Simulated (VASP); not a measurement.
# Na3FeSb (Pm-3m) in VASP: notebook

Runs on Na3FeSb. Level: PBE. Tasks: single point, relaxation of cell and atoms.

Program: VASP 6.6.1. These are calculated values, not measurements. Logs are shortened: lines on timing, memory, paths and dates and some standing lists are left out, and cuts for length are marked.

### Step 1. The cell of the first run

The structure is cubic, space group Pm-3m (No. 221). The conventional cell has a = 5.836 Å, b = 5.836 Å, c = 5.836 Å, α = 90.00°, β = 90.00°, γ = 90.00°. Within 3.8 Å of Na (site symmetry 4/mmm) lie 2 Sb at 2.92 Å. Fe (site symmetry m-3m) has 12 Na at 4.13 Å and 8 Sb at 5.05 Å within 5.4 Å. Sb (site symmetry m-3m) has 6 Na at 2.92 Å within 3.8 Å.

### Step 2. Single point, PBE, collinear spin, ferromagnetic start

INCAR

```
PREC = Accurate ; ENCUT = 520
EDIFF = 1E-6 ; ISMEAR = 0
SIGMA = 0.1 ; LREAL = F
LASPH = T ; NELM = 150
ALGO = Normal ; ISIF = 2
LWAVE = F ; LCHARG = T
ISPIN = 2 ; MAGMOM = 0 0 0 3.58 0
LORBIT = 11 ; LMAXMIX = 4
GGA = PE ; LELF = T
LVHAR = T ; NBANDS = 29
```

KPOINTS

```
regular mesh
0
Gamma
  4 4 4
```

POSCAR

```
Na3FeSb
1.0
    5.8355213692      0.0000000000      0.0000000000
    0.0000000000      5.8355213692      0.0000000000
    0.0000000000      0.0000000000      5.8355213692
Na Fe Sb
3 1 1
Direct
    0.0000000000      0.5000000000      0.5000000000
    0.5000000000      0.0000000000      0.5000000000
    0.5000000000      0.5000000000      0.0000000000
    0.0000000000      0.0000000000      0.0000000000
    0.5000000000      0.5000000000      0.5000000000
```

Potentials or basis: VASP PAW PBE potentials, release 64 (Na_pv, Fe, Sb).

On the command line:

```
$ cat potpaw_PBE.64/Na_pv/POTCAR potpaw_PBE.64/Fe/POTCAR potpaw_PBE.64/Sb/POTCAR > POTCAR
$ mpirun -np 1 vasp_std > vasp.out
```

OUTCAR:

```text
PREC = Accurate
   ENCUT = 520
   EDIFF = 1E-6
   ISMEAR = 0
   LREAL = F
   LASPH = T
   NELM = 150
   ISIF = 2
   ISPIN = 2
   LORBIT = 11
   GGA = PE

 ion  position               nearest neighbor table
   1  0.000  0.500  0.500-   5 2.92   5 2.92
   2  0.500  0.000  0.500-   5 2.92   5 2.92
   3  0.500  0.500  0.000-   5 2.92   5 2.92
   4  0.000  0.000  0.000-
   5  0.500  0.500  0.500-   1 2.92   2 2.92   3 2.92   3 2.92   2 2.92   1 2.92

  LATTYP: Found a simple cubic cell.
 ALAT       =     5.8355213692

  Lattice vectors:

 A1 = (   5.8355213692,   0.0000000000,   0.0000000000)
 A2 = (   0.0000000000,   5.8355213692,   0.0000000000)
 A3 = (   0.0000000000,   0.0000000000,   5.8355213692)

Analysis of symmetry for initial positions (statically):
=====================================================================
 Subroutine PRICEL returns:
 Original cell was already a primitive cell.

 Routine SETGRP: Setting up the symmetry group for a
 simple cubic supercell.

 Subroutine GETGRP returns: Found 48 space group operations
 (whereof 48 operations were pure point group operations)
 out of a pool of 48 trial point group operations.

The static configuration has the point symmetry O_h .

Analysis of symmetry for dynamics (positions and initial velocities):
=====================================================================
 Subroutine PRICEL returns:
 Original cell was already a primitive cell.

 Routine SETGRP: Setting up the symmetry group for a
 simple cubic supercell.

 Subroutine GETGRP returns: Found 48 space group operations
 (whereof 48 operations were pure point group operations)
 out of a pool of 48 trial point group operations.

The dynamic configuration has the point symmetry O_h .

Analysis of structural, dynamic, and magnetic symmetry:
=====================================================================
 Subroutine PRICEL returns:
 Original cell was already a primitive cell.

 Routine SETGRP: Setting up the symmetry group for a
 simple cubic supercell.

 Subroutine GETGRP returns: Found 48 space group operations
 (whereof 48 operations were pure point group operations)
 out of a pool of 48 trial point group operations.

The overall configuration has the point symmetry O_h .

 Subroutine INISYM returns: Found 48 space group operations
 (whereof 48 operations are pure point group operations),
 and found     1 'primitive' translations

----------------------------------------------------------------------------------------

                                     Primitive cell

  volume of cell :     198.7188

  direct lattice vectors                    reciprocal lattice vectors
     5.835521369  0.000000000  0.000000000     0.171364294  0.000000000  0.000000000
     0.000000000  5.835521369  0.000000000     0.000000000  0.171364294  0.000000000
     0.000000000  0.000000000  5.835521369     0.000000000  0.000000000  0.171364294

  length of vectors
     5.835521369  5.835521369  5.835521369     0.171364294  0.171364294  0.171364294

  position of ions in fractional coordinates (direct lattice)
     0.000000000  0.500000000  0.500000000
     0.500000000  0.000000000  0.500000000
     0.500000000  0.500000000  0.000000000
     0.000000000  0.000000000  0.000000000
     0.500000000  0.500000000  0.500000000

  ion indices of the primitive-cell ions
   primitive index   ion index
                 1           1
                 2           2
                 3           3
                 4           4
                 5           5

----------------------------------------------------------------------------------------

 KPOINTS: regular mesh

Automatic generation of k-mesh.
 Grid dimensions read from file:
 generate k-points for:    4    4    4

 Generating k-lattice:

  Cartesian coordinates                     Fractional coordinates (reciprocal lattice)
     0.042841074  0.000000000  0.000000000     0.250000000  0.000000000  0.000000000
     0.000000000  0.042841074  0.000000000     0.000000000  0.250000000  0.000000000
     0.000000000  0.000000000  0.042841074     0.000000000  0.000000000  0.250000000

  Length of vectors
     0.042841074  0.042841074  0.042841074

  Shift w.r.t. Gamma in fractional coordinates (k-lattice)
     0.000000000  0.000000000  0.000000000

 Subroutine IBZKPT returns following result:
 ===========================================

 Found     10 irreducible k-points:

 Following reciprocal coordinates:
            Coordinates               Weight
  0.000000  0.000000  0.000000      1.000000
  0.250000  0.000000  0.000000      6.000000
  0.500000  0.000000  0.000000      3.000000
  0.250000  0.250000  0.000000     12.000000
  0.500000  0.250000  0.000000     12.000000
  0.500000  0.500000  0.000000      3.000000
  0.250000  0.250000  0.250000      8.000000
  0.500000  0.250000  0.250000     12.000000
  0.500000  0.500000  0.250000      6.000000
  0.500000  0.500000  0.500000      1.000000
   k-points           NKPTS =     10   k-points in BZ     NKDIM =     10   number of bands    NBANDS=     29
   number of dos      NEDOS =    301   number of ions     NIONS =      5
   total plane-waves  NPLWV = 110592
   dimension x,y,z NGX =    48 NGY =   48 NGZ =   48
   dimension x,y,z NGXF=    96 NGYF=   96 NGZF=   96
   ions per type =               3   1   1
   NGX,Y,Z   is equivalent  to a cutoff of  13.67, 13.67, 13.67 a.u.
   NGXF,Y,Z  is equivalent  to a cutoff of  27.35, 27.35, 27.35 a.u.
 SYSTEM =  unknown system
   PREC   = accura    normal or accurate (medium, high low for compatibility)
   ISTART =      0    job   : 0-new  1-cont  2-samecut
   ICHARG =      2    charge: 1-file 2-atom 10-const
   ISPIN  =      2    spin polarized calculation?
   LNONCOLLINEAR =      F non collinear calculations
   LSORBIT =      F    spin-orbit coupling
   LASPH  =      T    aspherical Exc in radial PAW
   ENCUT  =  520.0 eV  38.22 Ry    6.18 a.u.  10.85 10.85 10.85*2*pi/ulx,y,z
   NELM   =    150;   NELMIN=  2; NELMDL= -5     # of ELM steps
   EDIFF  = 0.1E-05   stopping-criterion for ELM
   LREAL  =      F    real-space projection
   EDIFFG = 0.1E-04   stopping-criterion for IOM
   NSW    =      0    number of steps for IOM
   IBRION =     -1    ionic relax: 0-MD 1-quasi-New 2-CG
   NFREE  =      0    steps in history (QN), initial steepest desc. (CG)
   ISIF   =      2    stress and relaxation
   ISYM   =      2    0-nonsym 1-usesym 2-fastsym
   POTIM  = 0.5000    time-step for ionic-motion
   TEBEG  =    0.0;   TEEND  =   0.0 temperature during run
   PSTRESS=    0.0 pullay stress
   NELECT =      34.0000    total number of electrons
   NUPDOWN=      -1.0000    fix difference up-down
   EMIN   =  10.00;   EMAX   =-10.00  energy-range for DOS
   EFERMI =   0.00;   METHOD = LEGACY
   ISMEAR =     0;   SIGMA  =   0.10  broadening in eV -4-tet -1-fermi 0-gaus
   EFERMI_NEDOS =   21; number of points for ismear=-14 and -15
   IALGO  =     38    algorithm
   IMIX   =      4    mixing-type and parameters
     AMIX     =   0.40;   BMIX     =  1.00
     AMIX_MAG =   1.60;   BMIX_MAG =  1.00
  volume/ion in A,a.u.               =      39.74       268.20
  Fermi-wavevector in a.u.,A,eV,Ry     =   0.908841  1.717461 11.238315  0.825993
  Thomas-Fermi vector in A             =   2.032816
   LORBIT       =     11    0 simple, 1 ext, 2 COOP (PROOUT), +10 PAW based schemes
   GGA     = PE    functional components
   LHFCALC =     F    Hartree Fock is set to
   AEXX    =    0.0000 exact exchange contribution
   IVDW    =     0    specifies the selected vdW correction
   LEPSILON=     F    determine dielectric tensor
   LRPA    =     F    only Hartree local field effects (RPA)
 spin polarized calculation
 Gauss-broadening in eV      SIGMA  =   0.10
  energy-cutoff  :      520.00
  volume of cell :      198.72
 maximum number of plane-waves:      5400
 NGX is ok and might be reduce to    48
   NGX = 21   NGY = 21   NGZ = 21

 number of electron      34.0000032 magnetization       3.9881489

 Free energy of the ion-electron system (eV)
  ---------------------------------------------------
  ext. energy  EPLUGINS =         0.00000000
  ---------------------------------------------------
  free energy    TOTEN  =       -13.35477323 eV

  energy without entropy =      -13.31150662  energy(sigma->0) =      -13.33313992

 E-fermi :   0.0356     XC(G=0):  -6.6943

 val. band max:        0.0185442096   @ k =   0.5000   0.5000   0.5000
 cond. band min:       0.0436948824   @ k =   0.2500   0.0000   0.0000
 fundamental gap:      0.0251506728
 Fermi energy:         0.0355747893

 spin component 1

 k-point     1 :       0.0000    0.0000    0.0000
  band No.  band energies     occupation
      1     -23.7165      1.00000
      2     -23.7165      1.00000
      3     -23.7165      1.00000
      4     -23.7147      1.00000
      5     -23.7147      1.00000
      6     -23.7147      1.00000
[... 287 lines left out ...]
      6     -23.7119      1.00000
[... 21 lines left out ...]
     28       7.5139      0.00000
     29       7.5139      0.00000
 Fermi energy:         0.0355747893

 spin component 2

 k-point     1 :       0.0000    0.0000    0.0000
  band No.  band energies     occupation
      1     -23.7176      1.00000
      2     -23.7176      1.00000
      3     -23.7176      1.00000
      4     -23.7159      1.00000
      5     -23.7159      1.00000
      6     -23.7159      1.00000
[... 309 lines left out ...]
     28       8.0814      0.00000
     29       8.0815      0.00000

------------------------ aborting loop because EDIFF is reached ----------------------------------------

  FORCE on cell =-STRESS in cart. coord.  units (eV):
  Direction    XX          YY          ZZ          XY          YZ          ZX
  --------------------------------------------------------------------------------------
  -------------------------------------------------------------------------------------
  Total        0.3796628      0.3796628      0.3796628     -0.0000000      0.0000000     -0.0000000
  in kB        3.0610447      3.0610447      3.0610447     -0.0000000      0.0000000     -0.0000000
  external PRESSURE =       3.0610447 kB  Pullay stress =       0.0000000 kB

 VOLUME and BASIS-vectors are now :
 -----------------------------------------------------------------------------
  energy-cutoff  :      520.00
  volume of cell :      198.72
      direct lattice vectors                 reciprocal lattice vectors
     5.835521369  0.000000000  0.000000000     0.171364294  0.000000000  0.000000000
     0.000000000  5.835521369  0.000000000     0.000000000  0.171364294  0.000000000
     0.000000000  0.000000000  5.835521369     0.000000000  0.000000000  0.171364294

 POSITION                                       TOTAL-FORCE (eV/Angst)
 -----------------------------------------------------------------------------------
      0.00000      2.91776      2.91776         0.000000      0.000000      0.000000
      2.91776      0.00000      2.91776         0.000000      0.000000      0.000000
      2.91776      2.91776      0.00000         0.000000      0.000000      0.000000
      0.00000      0.00000      0.00000         0.000000      0.000000      0.000000
      2.91776      2.91776      2.91776         0.000000      0.000000      0.000000
 -----------------------------------------------------------------------------------
    total drift:                                0.000000      0.000000     -0.000000

  FREE ENERGIE OF THE ION-ELECTRON SYSTEM (eV)
  ---------------------------------------------------
  free  energy   TOTEN  =       -13.3547732313 eV

  energy  without entropy=      -13.3115066152  energy(sigma->0) =      -13.33313992

 total charge

# of ion       s       p       d       tot
------------------------------------------
    1        0.079   5.980   0.000   6.059
    2        0.079   5.980   0.000   6.059
    3        0.079   5.980   0.000   6.059
    4        0.473   0.021   6.041   6.535
    5        1.136   1.368   0.001   2.505
--------------------------------------------------
tot          1.847  19.329   6.042  27.218

 magnetization (x)

# of ion       s       p       d       tot
------------------------------------------
    1        0.001   0.001   0.000   0.002
    2        0.001   0.001   0.000   0.002
    3        0.001   0.001   0.000   0.002
    4        0.141   0.003   3.267   3.412
    5       -0.000   0.114  -0.000   0.114
--------------------------------------------------
tot          0.144   0.120   3.267   3.531
```

Run time: 3 min. Hardware: 1 thread of Intel Xeon 6975P-C (Granite Rapids), shared host; peak memory 0.44 GiB.

What came out:

```yaml
Free_energy: -13.3548 eV
Pressure: 0.3 GPa
Band_gap_on_the_k_mesh: zero (filled and empty bands overlap)
Net_moment: 3.99 μB per cell
Site_moments: Na +0.00; Fe +3.41; Sb +0.11 μB
Valence_electrons_inside_the_program's_atomic_spheres: Na 6.06; Fe 6.54; Sb 2.50
```

Caveat: spin-orbit coupling is left out, which moves the levels of the heavy elements; a cell with one magnetic atom can't hold antiferromagnetic order, which such compounds often take.

### Step 3. Single point, PBE, collinear spin, ferromagnetic start

This run uses another cell than the first one, of 40.65 Å³/atom.

INCAR

```
  ALGO = Fast
  EDIFF = 1E-6
  ENCUT = 520
  GGA = PE
  ISIF = 2
  ISMEAR = 0
  ISPIN = 2
  LASPH = True
  LCHARG = False
  LMAXMIX = 4
  LORBIT = 11
  LREAL = False
  LWAVE = False
  MAGMOM = 0 0 0 4.08 0.15
  NBANDS = 29
  NELM = 150
  PREC = Accurate
  SIGMA = 0.1
```

KPOINTS

```
k-points
0
Gamma
  4 4 4
```

POSCAR

```
Na3FeSb
1.0
    5.8796713172      0.0000000000      0.0000000000
    0.0000000000      5.8796713172      0.0000000000
    0.0000000000      0.0000000000      5.8796713172
Na Fe Sb
3 1 1
Direct
    0.0000000000      0.5000000000      0.5000000000
    0.5000000000      1.0000000000      0.5000000000
    0.5000000000      0.5000000000      1.0000000000
    0.0000000000      0.0000000000      0.0000000000
    0.5000000000      0.5000000000      0.5000000000
```

Potentials or basis: VASP PAW PBE potentials, release 64 (Na_pv, Fe, Sb).

On the command line:

```
$ cat potpaw_PBE.64/Na_pv/POTCAR potpaw_PBE.64/Fe/POTCAR potpaw_PBE.64/Sb/POTCAR > POTCAR
$ mpirun -np 1 vasp_std > vasp.out
```

Run time: 2.1 min. Hardware: 1 thread of Intel Xeon 6975P-C (Granite Rapids), shared host; peak memory 0.46 GiB.

It converged, with:

```
Free energy                                           : -13.0786 eV
Pressure                                              : 0.0 GPa
Band gap on the k mesh                                : zero (filled and empty bands overlap)
Net moment                                            : 4.00 μB per cell
Site moments                                          : Na +0.00; Fe +3.50; Sb +0.13 μB
Valence electrons inside the program's atomic spheres : Na 6.06; Fe 6.50; Sb 2.50
```

Levels at points of the mesh, in eV from the Fermi level:
Spin up:
```
           k point  band 15  band 16  band 17  band 18  band 19  band 20  band 21  band 22  band 23  band 24
(0.00, 0.00, 0.00)    -3.13    -2.01    -0.62    -0.62    -0.62     2.99     2.99     3.12     3.12     3.12
(0.50, 0.00, 0.00)    -3.13    -2.35    -0.45    -0.45    -0.21     0.68     2.52     2.52     3.94     4.17
(0.50, 0.50, 0.00)    -3.14    -1.54    -1.43    -1.43    -0.38     2.23     2.23     3.03     3.12     3.84
(0.50, 0.50, 0.50)    -3.14    -1.20    -1.10    -1.10    -1.10     1.06     1.06     1.06     5.45     5.45
```
Spin down:
| k point | band 12 | band 13 | band 14 | band 15 | band 16 | band 17 |
| --- | --- | --- | --- | --- | --- | --- |
| (0.00, 0.00, 0.00) | -0.46 | -0.46 | -0.46 | -0.03 | -0.03 | 0.04 |
| (0.50, 0.00, 0.00) | -0.41 | -0.41 | -0.01 | 0.05 | 0.08 | 0.16 |
| (0.50, 0.50, 0.00) | -1.31 | -0.91 | -0.20 | -0.02 | 0.01 | 0.01 |
| (0.50, 0.50, 0.50) | -1.09 | -1.09 | -0.39 | 0.09 | 0.09 | 0.14 |

Caveat: spin-orbit coupling is left out, which moves the levels of the heavy elements; a cell with one magnetic atom can't hold antiferromagnetic order, which such compounds often take.

(Part 1 of 2 ends here.)
